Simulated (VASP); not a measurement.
Runs of VASP 6.6.1 on Si3N4. The structure is that of space group Fd-3m (No. 227), or close to it. The cells are those of the table. 

| task | cell | gap on the mesh (eV) | pressure (GPa) | largest force (eV/Å) |
| --- | --- | --- | --- | --- |
| single point | a = 5.508 Å, angles 60.0°, 14 atoms | 3.33 | (a) | 0.01 |
| single point | a = 5.686 Å, angles 60.0°, 14 atoms | 2.97 | -22.9 | - |
| relaxation of the atoms | atoms relaxed from a = 5.395 Å, angles 60.0°, 14 atoms | 3.58 | 20.4 | - |
| relaxation of the atoms | atoms relaxed from a = 5.616 Å, angles 60.0°, 14 atoms | 3.11 | -15.2 | - |
| single point | a = 5.562 Å, angles 60.0°, 14 atoms | 3.22 | -8.3 | 0.01 |
| relaxation of the atoms | atoms relaxed from a = 5.686 Å, angles 60.0°, 14 atoms | 2.97 | -22.9 | - |
| relaxation of the atoms | atoms relaxed from a = 5.562 Å, angles 60.0°, 14 atoms | 3.22 | -8.3 | - |
| single point | a = 5.616 Å, angles 60.0°, 14 atoms | 3.11 | -15.2 | - |

Alike in all rows: level PBE; potentials or basis VASP PAW PBE potentials, release 64 (Si, N); no spin polarisation; k mesh 6 × 6 × 6; cutoff (eV) 520; smearing gaussian 0.02 eV.

Fill in the values left out.

(a) -0.2.

Caveats: the cell stands under tension (at least some runs).

A k mesh can miss the band edges.
